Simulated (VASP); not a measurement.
# GaP in VASP: further runs

GaP is run at these levels: PBE, r2SCAN; tasks: single point.

Everything below comes from runs of VASP 6.6.1. Logs are shortened: lines on timing, memory, paths and dates and some standing lists are left out, and cuts for length are marked.

## Step 1: The cell of the first run

The structure is tetragonal, space group I-4m2 (No. 119). Conventional cell: a = 3.739 Å, b = 3.739 Å, c = 5.589 Å, α = 90.00°, β = 90.00°, γ = 90.00°. Ga (site symmetry -4m2) has 4 P at 2.33 Å within 3.1 Å. Within 3.1 Å of P (site symmetry -4m2) lie 4 Ga at 2.33 Å.

## Step 2: Single point, PBE (epitaxial xy strain -3.0%)

Contents of INCAR:

```
SYSTEM = GaP
ALGO = Normal ; EDIFF = 1E-6
ENCUT = 520 ; GGA = PE
ISIF = 2 ; ISMEAR = 0
LASPH = .True. ; LCHARG = .True.
LELF = .True. ; LREAL = .False.
LVHAR = .True. ; LWAVE = .False.
NBANDS = 16 ; NELM = 60
PREC = Accurate ; SIGMA = 0.01
```

Contents of KPOINTS:

```
k-points
0
Gamma
  4 4 4
  0 0 0
```

Contents of POSCAR:

```
GaP
1.0
    0.0000000000      2.6436373088      2.7943627968
    2.6436373088      0.0000000000      2.7943627968
    2.6436373088      2.6436373088      0.0000000000
Ga P
1 1
Direct
    0.0000000000      0.0000000000      0.0000000000
    0.2500000000      0.2500000000      0.2500000000
```

Potentials or basis: VASP PAW PBE potentials, release 64 (Ga_d, P).

Launch:

```sh
> cat potpaw_PBE.64/Ga_d/POTCAR potpaw_PBE.64/P/POTCAR > POTCAR
> mpirun -np 1 vasp_std > vasp.out
```

OUTCAR:

```text
SYSTEM = GaP
   EDIFF = 1E-6
   ENCUT = 520
   GGA = PE
   ISIF = 2
   ISMEAR = 0
   LASPH = .True.
   LREAL = .False.
   NELM = 60
   PREC = Accurate

 ion  position               nearest neighbor table
   1  0.000  0.000  0.000-   2 2.33   2 2.33   2 2.33   2 2.33
   2  0.250  0.250  0.250-   1 2.33   1 2.33   1 2.33   1 2.33

  LATTYP: Found a body centered tetragonal cell.
 ALAT       =     3.7386677361
 C/A-ratio  =     1.4948441499

  Lattice vectors:

 A1 = (  -2.6436373088,   0.0000000000,   2.7943627968)
 A2 = (   2.6436373088,   0.0000000000,   2.7943627968)
 A3 = (   0.0000000000,   2.6436373088,  -2.7943627968)

Analysis of symmetry for initial positions (statically):
=====================================================================
 Subroutine PRICEL returns:
 Original cell was already a primitive cell.

 Routine SETGRP: Setting up the symmetry group for a
 body centered tetragonal supercell.

 Subroutine GETGRP returns: Found  8 space group operations
 (whereof  8 operations were pure point group operations)
 out of a pool of 16 trial point group operations.

The static configuration has the point symmetry D_2d.

Analysis of symmetry for dynamics (positions and initial velocities):
=====================================================================
 Subroutine PRICEL returns:
 Original cell was already a primitive cell.

 Routine SETGRP: Setting up the symmetry group for a
 body centered tetragonal supercell.

 Subroutine GETGRP returns: Found  8 space group operations
 (whereof  8 operations were pure point group operations)
 out of a pool of 16 trial point group operations.

The dynamic configuration has the point symmetry D_2d.

 Subroutine INISYM returns: Found  8 space group operations
 (whereof  8 operations are pure point group operations),
 and found     1 'primitive' translations

----------------------------------------------------------------------------------------

                                     Primitive cell

  volume of cell :      39.0586

  direct lattice vectors                    reciprocal lattice vectors
     0.000000000  2.643637309  2.794362797    -0.189133357  0.189133357  0.178931669
     2.643637309  0.000000000  2.794362797     0.189133357 -0.189133357  0.178931669
     2.643637309  2.643637309  0.000000000     0.189133357  0.189133357 -0.178931669

  length of vectors
     3.846723497  3.846723497  3.738667736     0.321806457  0.321806457  0.321806457

[... 68 lines left out ...]
   EDIFF  = 0.1E-05   stopping-criterion for ELM
   LREAL  =      F    real-space projection
   EDIFFG = 0.1E-04   stopping-criterion for IOM
   NSW    =      0    number of steps for IOM
   IBRION =     -1    ionic relax: 0-MD 1-quasi-New 2-CG
   NFREE  =      0    steps in history (QN), initial steepest desc. (CG)
   ISIF   =      2    stress and relaxation
   ISYM   =      2    0-nonsym 1-usesym 2-fastsym
   POTIM  = 0.5000    time-step for ionic-motion
   TEBEG  =    0.0;   TEEND  =   0.0 temperature during run
   PSTRESS=    0.0 pullay stress
   NELECT =      18.0000    total number of electrons
   NUPDOWN=      -1.0000    fix difference up-down
   EMIN   =  10.00;   EMAX   =-10.00  energy-range for DOS
   EFERMI =   0.00;   METHOD = LEGACY
   ISMEAR =     0;   SIGMA  =   0.01  broadening in eV -4-tet -1-fermi 0-gaus
   EFERMI_NEDOS =   21; number of points for ismear=-14 and -15
   IALGO  =     38    algorithm
   IMIX   =      4    mixing-type and parameters
     AMIX     =   0.40;   BMIX     =  1.00
     AMIX_MAG =   1.60;   BMIX_MAG =  1.00
  volume/ion in A,a.u.               =      19.53       131.79
  Fermi-wavevector in a.u.,A,eV,Ry     =   1.264523  2.389602 21.755975  1.599019
  Thomas-Fermi vector in A             =   2.397824
   LORBIT       =      0    0 simple, 1 ext, 2 COOP (PROOUT), +10 PAW based schemes
   GGA     = PE    functional components
   LHFCALC =     F    Hartree Fock is set to
   AEXX    =    0.0000 exact exchange contribution
   IVDW    =     0    specifies the selected vdW correction
   LEPSILON=     F    determine dielectric tensor
   LRPA    =     F    only Hartree local field effects (RPA)
 non-spin polarized calculation
 Gauss-broadening in eV      SIGMA  =   0.01
  energy-cutoff  :      520.00
  volume of cell :       39.06
 maximum number of plane-waves:      1070
 NGX is ok and might be reduce to    30
   NGX = 15   NGY = 15   NGZ = 13

 number of electron      17.9999998 magnetization

 Free energy of the ion-electron system (eV)
  ---------------------------------------------------
  ext. energy  EPLUGINS =         0.00000000
  ---------------------------------------------------
  free energy    TOTEN  =        -8.91560060 eV

  energy without entropy =       -8.91560060  energy(sigma->0) =       -8.91560060

 E-fermi :   5.2345     XC(G=0):  -9.9786

 val. band max:        5.1885561748   @ k =   0.0000   0.0000   0.0000
 cond. band min:       6.4967397212   @ k =   0.5000   0.0000   0.5000
 fundamental gap:      1.3081835464
 Fermi energy:         5.2345155387

 k-point     1 :       0.0000    0.0000    0.0000
  band No.  band energies     occupation
      1      -9.6050      2.00000
      2      -9.5864      2.00000
      3      -9.5864      2.00000
      4      -9.4877      2.00000
      5      -9.4814      2.00000
      6      -7.6974      2.00000
[... 224 lines left out ...]
      3      -9.5283      2.00000
      4      -9.5085      2.00000
      5      -9.4661      2.00000
      6      -4.3771      2.00000
[... 8 lines left out ...]
     15      17.7545      0.00000
     16      19.7063      0.00000

------------------------ aborting loop because EDIFF is reached ----------------------------------------

  FORCE on cell =-STRESS in cart. coord.  units (eV):
  Direction    XX          YY          ZZ          XY          YZ          ZX
  --------------------------------------------------------------------------------------
  -------------------------------------------------------------------------------------
  Total        1.8835712      1.8835712      0.7730611      0.0000000      0.0000000     -0.0000000
  in kB       77.2638042     77.2638042     31.7108479      0.0000000      0.0000000     -0.0000000
  external PRESSURE =      62.0794855 kB  Pullay stress =       0.0000000 kB

 VOLUME and BASIS-vectors are now :
 -----------------------------------------------------------------------------
  energy-cutoff  :      520.00
  volume of cell :       39.06
      direct lattice vectors                 reciprocal lattice vectors
     0.000000000  2.643637309  2.794362797    -0.189133357  0.189133357  0.178931669
     2.643637309  0.000000000  2.794362797     0.189133357 -0.189133357  0.178931669
     2.643637309  2.643637309  0.000000000     0.189133357  0.189133357 -0.178931669

 POSITION                                       TOTAL-FORCE (eV/Angst)
 -----------------------------------------------------------------------------------
      0.00000      0.00000      0.00000         0.000000      0.000000      0.000000
      1.32182      1.32182      1.39718        -0.000000     -0.000000      0.000000
 -----------------------------------------------------------------------------------
    total drift:                               -0.000000     -0.000000     -0.000002

  FREE ENERGIE OF THE ION-ELECTRON SYSTEM (eV)
  ---------------------------------------------------
  free  energy   TOTEN  =        -8.9156005953 eV

  energy  without entropy=       -8.9156005953  energy(sigma->0) =       -8.91560060
```

OSZICAR:

```text
N       E                     dE             d eps       ncg     rms          rms(c)
DAV:   1     0.790584491285E+02    0.79058E+02   -0.89225E+03   432   0.161E+03
DAV:   2    -0.333579297362E+01   -0.82394E+02   -0.78234E+02   504   0.302E+02
DAV:   3    -0.913677277419E+01   -0.58010E+01   -0.57868E+01   520   0.633E+01
DAV:   4    -0.922559553870E+01   -0.88823E-01   -0.88810E-01   536   0.854E+00
DAV:   5    -0.922693202929E+01   -0.13365E-02   -0.13363E-02   544   0.894E-01    0.444E+00
DAV:   6    -0.894787940544E+01    0.27905E+00   -0.41198E-01   616   0.113E+01    0.299E+00
DAV:   7    -0.891413168222E+01    0.33748E-01   -0.11475E-01   544   0.231E+00    0.119E+00
DAV:   8    -0.891492269964E+01   -0.79102E-03   -0.15907E-02   480   0.152E+00    0.240E-01
DAV:   9    -0.891544016595E+01   -0.51747E-03   -0.15158E-03   536   0.527E-01    0.793E-02
DAV:  10    -0.891552053029E+01   -0.80364E-04   -0.12659E-04   600   0.133E-01    0.378E-02
DAV:  11    -0.891560091499E+01   -0.80385E-04   -0.10632E-04   504   0.857E-02    0.544E-03
DAV:  12    -0.891560059532E+01    0.31967E-06   -0.29797E-06   544   0.218E-02
   1 F= -.89156006E+01 E0= -.89156006E+01  d E =-.118204E-12
```

stdout:

```text
POSCAR found type information on POSCAR GaP
 POSCAR found :  2 types and       2 ions
 scaLAPACK will be used
 LDA part: xc-table for (Slater+PW92), standard interpolation
 POSCAR, INCAR and KPOINTS ok, starting setup
 FFT: planning ... GRIDC
 FFT: planning ... GRID_SOFT
 FFT: planning ... GRID
 WAVECAR not read
 entering main loop
```

It took 6.5 s on 1 thread of AMD EPYC 9R45 (Zen 5), shared host; peak memory 0.13 GiB.

Results:

| Item | Value |
| --- | --- |
| Free energy | -8.9156 eV |
| Pressure | 6.2 GPa |
| Band gap on the k mesh | 1.31 eV, indirect (least direct gap 1.97 eV) |

Caveat: the k points lie up to 0.51 Å⁻¹ apart; the cell differs from its parent crystal (epitaxial xy strain -3.0%).

## Step 3: Single point, PBE

This run uses another cell than the first one, of 20.24 Å³/atom, 1.037 times its volume.

Contents of INCAR:

```
ALGO = Normal ; EDIFF = 1E-6
ENCUT = 520 ; GGA = PE
ISIF = 2 ; ISMEAR = -1
LASPH = True ; LCHARG = False
LREAL = False ; LWAVE = False
NBANDS = 16 ; NELM = 60
PREC = Accurate ; SIGMA = 0.02
```

Contents of KPOINTS:

```
k-points
0
Gamma
  8 8 8
```

Contents of POSCAR:

```
GaP
1.0
    0.0000000000      2.7253992874      2.7253992874
    2.7253992874      0.0000000000      2.7253992874
    2.7253992874      2.7253992874      0.0000000000
Ga P
1 1
Direct
    0.0000000000      0.0000000000      0.0000000000
    0.2500000000      0.2500000000      0.2500000000
```

Potentials or basis: VASP PAW PBE potentials, release 64 (Ga_d, P).

Launch:

```sh
> cat potpaw_PBE.64/Ga_d/POTCAR potpaw_PBE.64/P/POTCAR > POTCAR
> mpirun -np 1 vasp_std > vasp.out
```

Run time: 12 s. Hardware: 1 thread of AMD EPYC 9R45 (Zen 5), shared host; peak memory 0.14 GiB.

The run converged. Its results:

| Quantity | Value |
| --- | --- |
| Free energy | -9.1162 eV |
| Pressure | 2.4 GPa |
| Band gap on the k mesh | 1.64 eV, indirect (least direct gap 1.82 eV) |

Levels at points of the mesh, in eV from the valence-band top:
| k point | band 5 | band 6 | band 7 | band 8 | band 9 | band 10 | band 11 | band 12 | band 13 | band 14 |
| --- | --- | --- | --- | --- | --- | --- | --- | --- | --- | --- |
| (0.00, 0.00, 0.00) | -14.45 | -12.49 | 0.00 | 0.00 | 0.00 | 1.83 | 3.89 | 3.89 | 3.89 | 8.81 |
| (0.50, 0.00, 0.00) | -14.44 | -10.43 | -6.63 | -1.12 | -1.12 | 1.67 | 4.72 | 4.72 | 8.29 | 10.89 |
| (0.50, 0.50, 0.00) | -14.43 | -9.53 | -6.75 | -2.68 | -2.68 | 1.66 | 1.82 | 10.60 | 10.60 | 11.19 |

## Step 4: Single point, r2SCAN

This run uses another cell than the first one, of 20.24 Å³/atom, 1.037 times its volume.

POSCAR is that of step 3.

Contents of INCAR.step1:

```
PREC = Accurate ; ENCUT = 520
ISMEAR = 0 ; SIGMA = 0.01
LREAL = False ; LASPH = True
NELM = 80 ; NBANDS = 16
GGA = PE ; ALGO = Normal
EDIFF = 1E-4 ; LWAVE = True
LCHARG = False
```

Contents of INCAR.step2:

```
PREC = Accurate ; ENCUT = 520
EDIFF = 1E-7 ; ISMEAR = 0
SIGMA = 0.01 ; LREAL = False
LASPH = True ; NELM = 80
ALGO = Normal ; ISIF = 2
LWAVE = False ; LCHARG = True
METAGGA = R2SCAN ; LMIXTAU = True
LELF = True ; LVHAR = True
NBANDS = 16 ; ISTART = 1
```

Contents of KPOINTS:

```
Automatic mesh
0
Gamma
  8 8 8
```

Launch:

```sh
> cat potpaw_PBE.64/Ga_d/POTCAR potpaw_PBE.64/P/POTCAR > POTCAR
> cp INCAR.step1 INCAR
> mpirun -np 1 vasp_std > vasp.out
> cp INCAR.step2 INCAR
> mpirun -np 1 vasp_std > vasp.out
```

It took 68 s on 1 thread of AMD EPYC 9R45 (Zen 5), shared host; peak memory 0.14 GiB.

It converged, with:

```
Free energy            : -21.4631 eV
Pressure               : 0.0 GPa
Band gap on the k mesh : 1.90 eV, indirect (least direct gap 2.34 eV)
```

Levels at points of the mesh, in eV from the valence-band top:
```tsv
k point	band 7	band 8	band 9	band 10	band 11	band 12
(0.00, 0.00, 0.00)	0.00	0.00	0.00	2.34	4.19	4.19
(0.50, 0.00, 0.00)	-6.84	-1.17	-1.17	2.04	5.06	5.06
(0.50, 0.50, 0.00)	-6.96	-2.80	-2.80	1.91	2.10	11.35
```

Caveat: the PAW data sets were made with another functional, which shifts forces and pressure a little.

(Continued in part 2 of 2.)
